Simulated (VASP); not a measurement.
ZnPdC4N4: single point with PBE

Crystal: ZnPdC4N4.

```xyz
10
Lattice="5.9086 0.0000 0.0000 0.0000 5.9086 0.0000 0.0000 0.0000 5.9086" Properties=species:S:1:pos:R:3 pbc="T T T"
Zn    0.0000    0.0000    0.0000
Pd    2.9543    2.9543    2.9543
C     1.1068    1.1068    1.1068
C     1.1068    4.8018    4.8018
C     4.8018    1.1068    4.8018
C     4.8018    4.8018    1.1068
N     1.7823    1.7823    1.7823
N     1.7823    4.1263    4.1263
N     4.1263    1.7823    4.1263
N     4.1263    4.1263    1.7823
```

```
Program                : VASP 6.6.1
Task                   : single point
Functional             : PBE
Potentials or basis    : VASP PAW PBE potentials, release 64 (Zn, Pd, C, N)
Cutoff                 : 520 eV
k mesh                 : 4 × 4 × 4
Occupations            : gaussian, width 0.1 eV
Spin                   : collinear spin
Starting moments       : [0.0, 1.0, 0.0, 0.0, 0.0, 0.0, 0.0, 0.0, 0.0, 0.0] μB
Dipole correction      : no
Further INCAR settings : ALGO = Normal; EDIFF = 1e-06; NBANDS = 44
```

* Pressure: 3.7 GPa
* Largest force: 0.980 eV/Å
* Band gap on the k mesh: zero (filled and empty bands overlap)
* Net moment: 2.00 μB per cell
* Site moments: Zn +0.03; Pd +1.28; C +0.04; N +0.08 μB
* Valence electrons inside the program's atomic spheres: Zn 11.21; Pd 9.34; C 2.59; N 3.88

Forces on the atoms (eV/Å):
```
Zn   0.000  0.000  0.000
Pd   0.000  0.000  0.000
C    0.566  0.566  0.566
C    0.566 -0.566 -0.566
C   -0.566  0.566 -0.566
C   -0.566 -0.566  0.566
N   -0.287 -0.287 -0.287
N   -0.287  0.287  0.287
N    0.287 -0.287  0.287
N    0.287  0.287 -0.287
```

Levels at points of the mesh, in eV from the Fermi level:
Spin up:
| k point | band 27 | band 28 | band 29 | band 30 | band 31 | band 32 | band 33 | band 34 |
| --- | --- | --- | --- | --- | --- | --- | --- | --- |
| (0.00, 0.00, 0.00) | -1.92 | -1.03 | -1.03 | -1.03 | 4.26 | 4.26 | 4.26 | 4.91 |
| (0.50, 0.00, 0.00) | -1.62 | -0.93 | -0.66 | -0.66 | 4.21 | 4.21 | 4.53 | 4.67 |
| (0.50, 0.50, 0.00) | -1.69 | -0.97 | -0.65 | -0.65 | 4.44 | 4.44 | 4.53 | 4.59 |
| (0.50, 0.50, 0.50) | -1.74 | -0.98 | -0.98 | -0.98 | 4.58 | 4.58 | 4.58 | 5.00 |
Spin down:
| k point | band 24 | band 25 | band 26 | band 27 | band 28 | band 29 | band 30 | band 31 | band 32 | band 33 |
| --- | --- | --- | --- | --- | --- | --- | --- | --- | --- | --- |
| (0.00, 0.00, 0.00) | -2.30 | -2.30 | -1.54 | -1.53 | -0.16 | -0.16 | -0.16 | 4.44 | 4.44 | 4.44 |
| (0.50, 0.00, 0.00) | -2.44 | -2.44 | -1.43 | -1.31 | -0.03 | 0.16 | 0.16 | 4.33 | 4.33 | 4.64 |
| (0.50, 0.50, 0.00) | -2.42 | -2.42 | -1.36 | -1.36 | -0.06 | 0.17 | 0.17 | 4.53 | 4.53 | 4.64 |
| (0.50, 0.50, 0.50) | -2.37 | -2.37 | -1.39 | -1.39 | -0.08 | -0.08 | -0.08 | 4.72 | 4.72 | 4.72 |

It took 2.8 min on 1 thread of Intel(R) Xeon(R) Platinum 8488C (Sapphire Rapids) (shared host), peak memory 0.47 GiB.

Caveat: the cell stands under pressure.
